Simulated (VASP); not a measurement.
# LaTi2GaO6 (Cmmm) in VASP: single point with PBE

Aim: the single point of LaTi2GaO6 with PBE.

All numbers are computed with VASP 6.6.1; they aren't measurements. Logs are shortened: lines on timing, memory, paths and dates and some standing lists are left out, and cuts for length are marked.

## (1) The cell of the first run

It takes space group Cmmm (No. 65, orthorhombic). The conventional cell has a = 7.833 Å, b = 7.879 Å, c = 3.948 Å, α = 90.00°, β = 90.00°, γ = 90.00°. Within 3.5 Å of La (site symmetry mmm) lie 12 O at 2.57 to 2.86 Å and 8 Ti at 3.41 Å. Ti (site symmetry 2/m) has 6 O at 1.96 to 1.99 Å within 2.6 Å. Ga (site symmetry mmm) has 12 O at 2.72 to 3.01 Å and 8 Ti at 3.41 Å within 3.6 Å. Within 2.6 Å of O (site symmetry 2/m) lie 2 Ti at 1.97 Å. Within 3.1 Å of O (site symmetry 2mm) lie 2 Ti at 1.99 Å and 2 La at 2.57 Å and 8 O at 2.64 to 2.95 Å and 2 Ga at 3.01 Å. O (site symmetry m2m) has 2 Ti at 1.96 Å and 8 O at 2.64 to 2.95 Å and 2 Ga at 2.72 Å and 2 La at 2.86 Å within 3.0 Å.

## (2) Single point, PBE

Input file INCAR:

```
SYSTEM = LaTi2GaO6
PREC     = Accurate       ! precision mode
ENCUT    = 520            ! plane-wave cutoff, eV
EDIFF    = 1E-7           ! SCF threshold, eV
ISMEAR   = -1             ! smearing method
SIGMA    = 0.05           ! smearing width, eV
LREAL    = .FALSE.        ! projectors in reciprocal space
LASPH    = .TRUE.         ! aspherical terms in the spheres
NELM     = 60             ! most SCF steps
ALGO     = Normal         ! electronic algorithm
ISIF     = 2              ! what is computed and relaxed
LWAVE    = .FALSE.        ! write WAVECAR
LCHARG   = .FALSE.        ! write CHGCAR
GGA      = PE             ! functional
NBANDS   = 53             ! bands
```

Input file KPOINTS:

```
Automatic mesh
0
G
  4 4 6
  0 0 0
```

Input file POSCAR:

```
LaTi2GaO6
1.0
    3.9162780000     -3.9392990000      0.0000000000
    3.9162780000      3.9392990000      0.0000000000
    0.0000000000      0.0000000000      3.9476950000
La Ti Ga O
1 2 1 6
Direct
    0.5000000000      0.5000000000      0.5000000000
    0.5000000000      0.0000000000      0.0000000000
    0.0000000000      0.5000000000      0.0000000000
    0.0000000000      0.0000000000      0.5000000000
    0.5000000000      0.0000000000      0.5000000000
    0.0000000000      0.5000000000      0.5000000000
    0.2903560000      0.2903560000      0.0000000000
    0.7096440000      0.7096440000      0.0000000000
    0.2378060000      0.7621940000      0.0000000000
    0.7621940000      0.2378060000      0.0000000000
```

Potentials or basis: VASP PAW PBE potentials, release 64 (La, Ti_sv, Ga_d, O).

Command:

```
cat potpaw_PBE.64/La/POTCAR potpaw_PBE.64/Ti_sv/POTCAR potpaw_PBE.64/Ga_d/POTCAR potpaw_PBE.64/O/POTCAR > POTCAR
mpirun -np 1 vasp_std > vasp.out
```

OUTCAR:

```text
SYSTEM = LaTi2GaO6
   PREC = Accurate
   ENCUT = 520
   EDIFF = 1E-7
   ISMEAR = -1
   LREAL = .FALSE.
   LASPH = .TRUE.
   NELM = 60
   ISIF = 2
   GGA = PE

 ion  position               nearest neighbor table
   1  0.500  0.500  0.500-   7 2.57   8 2.57   7 2.57   8 2.57   5 2.78   6 2.78   5 2.78   6 2.78

   2  0.500  0.000  0.000-   9 1.96  10 1.96   5 1.97   5 1.97   8 1.99   7 1.99
   3  0.000  0.500  0.000-   9 1.96  10 1.96   6 1.97   6 1.97   8 1.99   7 1.99
   4  0.000  0.000  0.500-
   5  0.500  0.000  0.500-   2 1.97   2 1.97   1 2.78   1 2.78
   6  0.000  0.500  0.500-   3 1.97   3 1.97   1 2.78   1 2.78
   7  0.290  0.290  0.000-   2 1.99   3 1.99   1 2.57   1 2.57
   8  0.710  0.710  0.000-   2 1.99   3 1.99   1 2.57   1 2.57
   9  0.238  0.762  0.000-   2 1.96   3 1.96
  10  0.762  0.238  0.000-   2 1.96   3 1.96

  LATTYP: Found a base centered orthorhombic cell.
 ALAT       =     7.8325560000
 B/A-ratio  =     1.0058782855
 C/A-ratio  =     0.5040110789

  Lattice vectors:

 A1 = (   3.9162780000,  -3.9392990000,   0.0000000000)
 A2 = (   3.9162780000,   3.9392990000,   0.0000000000)
 A3 = (   0.0000000000,   0.0000000000,   3.9476950000)

Analysis of symmetry for initial positions (statically):
=====================================================================
 Subroutine PRICEL returns:
 Original cell was already a primitive cell.

 Routine SETGRP: Setting up the symmetry group for a
 base centered orthorhombic supercell.

 Subroutine GETGRP returns: Found  8 space group operations
 (whereof  8 operations were pure point group operations)
 out of a pool of  8 trial point group operations.

The static configuration has the point symmetry D_2h.

Analysis of symmetry for dynamics (positions and initial velocities):
=====================================================================
 Subroutine PRICEL returns:
 Original cell was already a primitive cell.

 Routine SETGRP: Setting up the symmetry group for a
 base centered orthorhombic supercell.

 Subroutine GETGRP returns: Found  8 space group operations
 (whereof  8 operations were pure point group operations)
 out of a pool of  8 trial point group operations.

The dynamic configuration has the point symmetry D_2h.

 Subroutine INISYM returns: Found  8 space group operations
 (whereof  8 operations are pure point group operations),
 and found     1 'primitive' translations

----------------------------------------------------------------------------------------

                                     Primitive cell

  volume of cell :     121.8053

  direct lattice vectors                    reciprocal lattice vectors
     3.916278000 -3.939299000  0.000000000     0.127672244 -0.126926136  0.000000000
     3.916278000  3.939299000  0.000000000     0.127672244  0.126926136  0.000000000
     0.000000000  0.000000000  3.947695000     0.000000000  0.000000000  0.253312376

  length of vectors
     5.554755619  5.554755619  3.947695000     0.180029014  0.180029014  0.253312376

  position of ions in fractional coordinates (direct lattice)
     0.500000000  0.500000000  0.500000000
     0.500000000  0.000000000  0.000000000
     0.000000000  0.500000000  0.000000000
     0.000000000  0.000000000  0.500000000
     0.500000000  0.000000000  0.500000000
     0.000000000  0.500000000  0.500000000
     0.290356000  0.290356000  0.000000000
     0.709644000  0.709644000  0.000000000
     0.237806000  0.762194000  0.000000000
     0.762194000  0.237806000  0.000000000

  ion indices of the primitive-cell ions
   primitive index   ion index
                 1           1
                 2           2
                 3           3
                 4           4
                 5           5
                 6           6
                 7           7
                 8           8
                 9           9
                10          10

----------------------------------------------------------------------------------------

 KPOINTS: Automatic mesh

Automatic generation of k-mesh.
 Grid dimensions read from file:
 generate k-points for:    4    4    6

 Generating k-lattice:

  Cartesian coordinates                     Fractional coordinates (reciprocal lattice)
     0.031918061 -0.031731534  0.000000000     0.250000000  0.000000000  0.000000000
     0.031918061  0.031731534  0.000000000     0.000000000  0.250000000  0.000000000
     0.000000000  0.000000000  0.042218729     0.000000000  0.000000000  0.166666667

  Length of vectors
     0.045007253  0.045007253  0.042218729

  Shift w.r.t. Gamma in fractional coordinates (k-lattice)
     0.000000000  0.000000000  0.000000000

 Subroutine IBZKPT returns following result:
 ===========================================

 Found     28 irreducible k-points:

 Following reciprocal coordinates:
            Coordinates               Weight
  0.000000  0.000000  0.000000      1.000000
  0.250000  0.000000  0.000000      4.000000
  0.500000  0.000000  0.000000      2.000000
  0.250000  0.250000  0.000000      2.000000
  0.500000  0.250000  0.000000      4.000000
 -0.250000  0.250000  0.000000      2.000000
[... 16 lines left out ...]
  0.250000  0.000000  0.500000      4.000000
  0.500000  0.000000  0.500000      2.000000
 [... further k-points ...]
   k-points           NKPTS =     28   k-points in BZ     NKDIM =     28   number of bands    NBANDS=     53
   number of dos      NEDOS =    301   number of ions     NIONS =     10
   total plane-waves  NPLWV =  52920
   dimension x,y,z NGX =    42 NGY =   42 NGZ =   30
   dimension x,y,z NGXF=    84 NGYF=   84 NGZF=   60
   ions per type =               1   2   1   6
   NGX,Y,Z   is equivalent  to a cutoff of  12.57, 12.57, 12.63 a.u.
   NGXF,Y,Z  is equivalent  to a cutoff of  25.14, 25.14, 25.27 a.u.
 SYSTEM =  LaTi2GaO6
   PREC   = accura    normal or accurate (medium, high low for compatibility)
   ISTART =      0    job   : 0-new  1-cont  2-samecut
   ICHARG =      2    charge: 1-file 2-atom 10-const
   ISPIN  =      1    spin polarized calculation?
   LNONCOLLINEAR =      F non collinear calculations
   LSORBIT =      F    spin-orbit coupling
   LASPH  =      T    aspherical Exc in radial PAW
   ENCUT  =  520.0 eV  38.22 Ry    6.18 a.u.  10.33 10.33  7.34*2*pi/ulx,y,z
   NELM   =     60;   NELMIN=  2; NELMDL= -5     # of ELM steps
   EDIFF  = 0.1E-06   stopping-criterion for ELM
   LREAL  =      F    real-space projection
   EDIFFG = 0.1E-05   stopping-criterion for IOM
   NSW    =      0    number of steps for IOM
   IBRION =     -1    ionic relax: 0-MD 1-quasi-New 2-CG
   NFREE  =      0    steps in history (QN), initial steepest desc. (CG)
   ISIF   =      2    stress and relaxation
   ISYM   =      2    0-nonsym 1-usesym 2-fastsym
   POTIM  = 0.5000    time-step for ionic-motion
   TEBEG  =    0.0;   TEEND  =   0.0 temperature during run
   PSTRESS=    0.0 pullay stress
   NELECT =      84.0000    total number of electrons
   NUPDOWN=      -1.0000    fix difference up-down
   EMIN   =  10.00;   EMAX   =-10.00  energy-range for DOS
   EFERMI =   0.00;   METHOD = LEGACY
   ISMEAR =    -1;   SIGMA  =   0.05  broadening in eV -4-tet -1-fermi 0-gaus
   EFERMI_NEDOS =   21; number of points for ismear=-14 and -15
   IALGO  =     38    algorithm
   IMIX   =      4    mixing-type and parameters
     AMIX     =   0.40;   BMIX     =  1.00
     AMIX_MAG =   1.60;   BMIX_MAG =  1.00
  volume/ion in A,a.u.               =      12.18        82.20
  Fermi-wavevector in a.u.,A,eV,Ry     =   1.446369  2.733242 28.463179  2.091985
  Thomas-Fermi vector in A             =   2.564446
   LORBIT       =      0    0 simple, 1 ext, 2 COOP (PROOUT), +10 PAW based schemes
   GGA     = PE    functional components
   LHFCALC =     F    Hartree Fock is set to
   AEXX    =    0.0000 exact exchange contribution
   IVDW    =     0    specifies the selected vdW correction
   LEPSILON=     F    determine dielectric tensor
   LRPA    =     F    only Hartree local field effects (RPA)
 non-spin polarized calculation
  energy-cutoff  :      520.00
  volume of cell :      121.81
 maximum number of plane-waves:      3304
 NGX is ok and might be reduce to    42
   NGX = 21   NGY = 21   NGZ = 15

 number of electron      83.9999969 magnetization

 Free energy of the ion-electron system (eV)
  ---------------------------------------------------
  ext. energy  EPLUGINS =         0.00000000
  ---------------------------------------------------
  free energy    TOTEN  =       -81.05317933 eV

  energy without entropy =      -81.05161851  energy(sigma->0) =      -81.05239892

 E-fermi :   7.0172     XC(G=0): -11.3345

 val. band max:        6.9593124035   @ k =   0.5000   0.5000   0.0000
 cond. band min:       7.1014082557   @ k =   0.5000   0.5000   0.0000
 fundamental gap:      0.1420958522
 Fermi energy:         7.0171744153

 k-point     1 :       0.0000    0.0000    0.0000
  band No.  band energies     occupation
      1     -51.2103      2.00000
      2     -51.2076      2.00000
      3     -27.5098      2.00000
      4     -27.4958      2.00000
      5     -27.4342      2.00000
      6     -27.4338      2.00000
[... 45 lines left out ...]
     52       9.8011      0.00000
     53       9.8601      0.00000

 k-point     2 :       0.2500    0.0000    0.0000
  band No.  band energies     occupation
      1     -51.2099      2.00000
      2     -51.2080      2.00000
      3     -27.5044      2.00000
      4     -27.4922      2.00000
      5     -27.4379      2.00000
      6     -27.4331      2.00000
[... 45 lines left out ...]
     52       9.7443      0.00000
     53       9.8267      0.00000
[... 1174 lines left out ...]
     52       9.7899      0.00000
     53       9.8701      0.00000

 k-point    24 :       0.5000    0.0000    0.5000
  band No.  band energies     occupation
      1     -51.2077      2.00000
      2     -51.2077      2.00000
      3     -27.4947      2.00000
      4     -27.4929      2.00000
      5     -27.4887      2.00000
      6     -27.4879      2.00000
[... 45 lines left out ...]
     52       9.7925      0.00000
     53       9.8350      0.00000

 [... further k-points ...]

------------------------ aborting loop because EDIFF is reached ----------------------------------------

  FORCE on cell =-STRESS in cart. coord.  units (eV):
  Direction    XX          YY          ZZ          XY          YZ          ZX
  --------------------------------------------------------------------------------------
  -------------------------------------------------------------------------------------
  Total        0.0513990     -0.2070607     -0.1285190     -0.0000000      0.0000000      0.0000000
  in kB        0.6760815     -2.7235932     -1.6904866     -0.0000000      0.0000000      0.0000000
  external PRESSURE =      -1.2459994 kB  Pullay stress =       0.0000000 kB

 VOLUME and BASIS-vectors are now :
 -----------------------------------------------------------------------------
  energy-cutoff  :      520.00
  volume of cell :      121.81
      direct lattice vectors                 reciprocal lattice vectors
     3.916278000 -3.939299000  0.000000000     0.127672244 -0.126926136  0.000000000
     3.916278000  3.939299000  0.000000000     0.127672244  0.126926136  0.000000000
     0.000000000  0.000000000  3.947695000     0.000000000  0.000000000  0.253312376

 POSITION                                       TOTAL-FORCE (eV/Angst)
 -----------------------------------------------------------------------------------
      3.91628      0.00000      1.97385        -0.000000      0.000000      0.000000
      1.95814     -1.96965      0.00000         0.000000      0.000000      0.000000
      1.95814      1.96965      0.00000         0.000000      0.000000      0.000000
      0.00000      0.00000      1.97385         0.000000      0.000000      0.000000
      1.95814     -1.96965      1.97385        -0.000000      0.000000      0.000000
      1.95814      1.96965      1.97385         0.000000      0.000000      0.000000
      2.27423      0.00000      0.00000        -0.045194      0.000000      0.000000
      5.55833      0.00000      0.00000         0.045194      0.000000      0.000000
      3.91628      2.06572      0.00000         0.000000     -0.047152      0.000000
      3.91628     -2.06572      0.00000         0.000000      0.047152      0.000000
 -----------------------------------------------------------------------------------
    total drift:                                0.000000      0.000000     -0.000000

  FREE ENERGIE OF THE ION-ELECTRON SYSTEM (eV)
  ---------------------------------------------------
  free  energy   TOTEN  =       -81.0531793292 eV

  energy  without entropy=      -81.0516185093  energy(sigma->0) =      -81.05239892
```

It took 7.5 min on 1 thread of AMD EPYC 7R13, shared host; peak memory 0.31 GiB.

What came out:

| Quantity | Value |
| --- | --- |
| Free energy | -81.0532 eV |
| Pressure | -0.1 GPa |
| Largest force | 0.047 eV/Å |
| Band gap on the k mesh | 0.14 eV |

Forces in eV/Å, atoms in the order of the input:
```
La   0.000  0.000  0.000
Ti   0.000  0.000  0.000
Ti   0.000  0.000  0.000
Ga   0.000  0.000  0.000
O    0.000  0.000  0.000
O    0.000  0.000  0.000
O   -0.045  0.000  0.000
O    0.045  0.000  0.000
O    0.000 -0.047  0.000
O    0.000  0.047  0.000
```

Stress tensor (GPa, compression positive):
```
 0.07  0.00  0.00
 0.00 -0.27  0.00
 0.00  0.00 -0.17
```

Caveat: spin-orbit coupling is left out, which moves the levels of the heavy elements.
